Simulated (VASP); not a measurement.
Runs of VASP 6.6.1 on Ni. The structure is that of space group Fm-3m (No. 225), or close to it. The cells are those of the table. 

```tsv
cell	gap on the mesh (eV)	pressure (GPa)
a = 2.440 Å, angles 60.0°, 1 atom	none	-0.8
a = 2.414 Å, angles 60.0°, 1 atom	none	(b)
a = 2.515 Å, angles 60.0°, 1 atom	none	(a)
a = 2.490 Å, angles 60.0°, 1 atom	none	-12.9
a = 2.465 Å, angles 60.0°, 1 atom	none	-7.4
```

Alike in all rows: task single point; level HSE06; potentials or basis VASP PAW PBE potentials, release 64 (Ni_sv_GW); no spin polarisation; k mesh 6 × 6 × 6; cutoff (eV) 510; smearing fermi-dirac 0.1 eV.

Problem. Fill in the values left out.

Solution. (a) -17.4; (b) 7.2.

Caveats: all runs use coarse meshes; the PAW data sets were made with another functional, which shifts forces and pressure a little; the run has no spin polarisation, though such a crystal can be magnetic.

A gap of «none» marks levels without a gap at the run's occupations.
